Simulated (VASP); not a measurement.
## MgB2: single point with PBEsol

Crystal: MgB2.

```
CELL_PARAMETERS angstrom
3.10860 0.00000 0.00000
-1.55430 2.69213 0.00000
0.00000 0.00000 3.65564
ATOMIC_POSITIONS crystal
Mg 0.00000 0.00000 0.00000
B 0.33333 0.66667 0.50000
B 0.66667 0.33333 0.50000
```

This cell differs from its parent crystal: strained.

```
Program                : VASP 6.6.1
Task                   : single point
Functional             : PBEsol
Potentials or basis    : VASP PAW PBE potentials, release 64 (Mg, B)
Cutoff                 : 520 eV
k mesh                 : 15 × 15 × 12
Occupations            : gaussian, width 0.1 eV
Spin                   : no spin polarisation
Dipole correction      : no
Further INCAR settings : ALGO = Normal; EDIFF = 1e-07; NBANDS = 11
```

* Pressure: -8.9 GPa
* Band gap on the k mesh: zero (band 4 reaches 6.49 eV, above the bottom of band 5 at 2.97 eV)

Stress tensor (GPa, compression positive):
```
 -7.68   0.00   0.00
  0.00  -7.68   0.00
  0.00   0.00 -11.45
```

Levels at points of the mesh, in eV from the Fermi level:
```tsv
k point	band 1	band 2	band 3	band 4	band 5	band 6	band 7	band 8	band 9
(0.00, 0.00, 0.00)	-12.13	-3.13	0.46	0.46	1.01	6.33	6.33	8.00	9.67
(0.00, 0.00, 0.50)	-11.00	-7.30	0.77	0.77	6.64	6.64	7.95	8.76	9.50
```

Wall time 26 s on 1 thread of Intel(R) Xeon(R) Platinum 8488C (Sapphire Rapids), with other jobs on the host, peak memory 0.19 GiB.

Caveat: the cell differs from its parent crystal (strained); the PAW data sets were made with another functional, which shifts forces and pressure a little.
